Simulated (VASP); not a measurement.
Input of a VASP 6.6.1 run:

Contents of INCAR:

```
PREC = Accurate
ENCUT = 520
EDIFF = 1E-6
ISMEAR = 0
SIGMA = 0.02
LREAL = Auto
LASPH = T
NELM = 100
ALGO = Normal
ISIF = 2
LWAVE = F
LCHARG = F
GGA = PE
IVDW = 12
NBANDS = 56
```

Contents of KPOINTS:

```
regular mesh
0
Gamma
  2 2 1
```

POSCAR

```
HC18F
1.0
    7.3980000000      0.0000000000      0.0000000000
   -3.6990000000      6.4068560000      0.0000000000
    0.0000000000      0.0000000000     13.0000000000
C F H
18 1 1
Direct
    0.0123004971      0.0016023460      0.0726221538
    0.2333473745      0.1152443570      0.0755390769
    0.0123005349      0.3440314563      0.0726221538
    0.2333474235      0.4514363988      0.0755390769
    0.0140845193      0.6737089143      0.0833436154
    0.2338803183      0.7836068112      0.0847660769
    0.3448634348      0.0066603651      0.0830616923
    0.5659446726      0.1203189209      0.0856970769
    0.3445207179      0.3389270806      0.0737485385
    0.5647964286      0.4490648768      0.0743401538
    0.3448634950      0.6715363979      0.0830616923
    0.5659446926      0.7789591338      0.0856970769
    0.6831622523      0.0082477271      0.1076756154
    0.8937051127      0.1135191738      0.0549093077
    0.6758186213      0.3367364586      0.0781097692
    0.9029934379      0.4507981762      0.0796643077
    0.6758187040      0.6724154562      0.0781097692
    0.9029933673      0.7855285026      0.0796643077
    0.7202110815      0.0267722577      0.2180301538
    0.8528808176      0.0931071340     -0.0285093077
```

Potentials or basis: VASP PAW PBE potentials, release 64 (C, F, H).

The run is started by

```sh
$ cat potpaw_PBE.64/C/POTCAR potpaw_PBE.64/F/POTCAR potpaw_PBE.64/H/POTCAR > POTCAR
$ mpirun -np 1 vasp_std > vasp.out
```

(1) Estimate the band gap on the k mesh.

(2) Predict the dispersion energy per atom.

(3) Predict the largest force.

Answers

(1) 0.36 eV, direct.

(2) -0.085 eV.

(3) 0.265 eV/Å.

Caveat: the k points lie up to 0.49 Å⁻¹ apart.
